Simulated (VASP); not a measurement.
Wanted: the native input for a VASP 6.6.1 run.

| Property | Result |
| --- | --- |
| Task | single point |
| Functional | PBE |
| Potentials or basis | VASP PAW PBE potentials, release 64 (Zr_sv, H) |
| Cutoff | 520 eV |
| k mesh | 6 × 6 × 4 |
| Occupations | gaussian, width 0.1 eV |
| Spin | no spin polarisation |
| Dipole correction | no |
| Further INCAR settings | ALGO = Fast; EDIFF = 1e-06; NBANDS = 47 |

The structure of Zr3H lies in POSCAR:

```
Zr3H
1.0
    0.0013902993      3.2251668126      0.0051010770
    0.0045883835     -0.0071774694      4.5981604716
    9.7511783919     -0.0078022838     -0.0014094696
Zr H
6 2
Direct
    0.9997117729      0.5975305274     -0.0185570362
    0.5006228540      0.0945649196      0.4729440879
    0.0006461857      0.5960184540      0.3124424943
   -0.0002813966      0.5698986238      0.6439726031
    0.5002670307      0.1023857922      0.1480879802
    0.4994556430      0.0947918563      0.8147656669
   -0.5002369130     -0.1592209378      0.6446706282
   -0.0001851767      0.1040307645     -0.0183264242
```

One way to write it, as run:

INCAR

```
SYSTEM = Zr3H
ALGO = Fast
EDIFF = 1E-6
ENCUT = 520
GGA = PE
ISIF = 2
ISMEAR = 0
LASPH = .TRUE.
LCHARG = .FALSE.
LREAL = .FALSE.
LWAVE = .FALSE.
NBANDS = 47
NELM = 100
PREC = Accurate
SIGMA = 0.1
```

KPOINTS

```
k-points
0
G
  6 6 4
  0 0 0
```

Potentials or basis: VASP PAW PBE potentials, release 64 (Zr_sv, H).

Launch:

```console
$ cat potpaw_PBE.64/Zr_sv/POTCAR potpaw_PBE.64/H/POTCAR > POTCAR
$ mpirun -np 1 vasp_std > vasp.out
```

It gave:

```
Pressure               : 0.0 GPa
Largest force          : 0.005 eV/Å
Band gap on the k mesh : zero (bands 37 and 38 overlap by 0.88 eV)
```

Run time: 26 min on 1 thread of Oxide Virtual Turin-like Processor (shared host), peak memory 0.46 GiB.
